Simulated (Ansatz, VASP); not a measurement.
**CoO: VASP beside Ansatz**

```xyz
2
Lattice="-1.4979 1.4979 2.0931 1.4979 -1.4979 2.0931 1.4979 1.4979 -2.0931" Properties=species:S:1:pos:R:3 pbc="T T T"
Co    0.0000    0.0000    0.0000
O     0.0000    0.0000    2.0931
```

Alike in both runs: task single point; functional PBE; k mesh 12 × 12 × 12; occupations fermi-dirac, width 0.05 eV; collinear spin.

```csv
,VASP,Ansatz
version,VASP 6.6.1,Ansatz 0.2.0
potentials or method,"VASP PAW PBE potentials, release 64 (Co, O)",PseudoDojo standard (PBE files) with Ansatz NC
plane-wave cutoff (eV),520,1306
valence electrons in the cell,15,23
```

VASP gave:

```
gap on the k mesh at the Fermi level (eV)                     : none
pressure (GPa)                                                : 2.8
traceless stress, the component that is largest in VASP (GPa) : 0.19
net moment per atom (μB)                                      : 1.41
size of the moment on the site where the two differ most (μB) : 0.28
```

Question: Estimate Ansatz's values.

Answer: gap on the k mesh at the Fermi level (eV): none; pressure (GPa): 4.2; traceless stress, the component that is largest in VASP (GPa): 0.54; net moment per atom (μB): 1.48; size of the moment on the site where the two differ most (μB): 0.34.

Site moments also hang on the region over which each program counts them. A gap of «none» marks a metal or a gap that the smearing closes. VASP's potentials hold 15 valence electrons a cell and Ansatz's 23, so a difference there can come from the potentials and not from the codes.
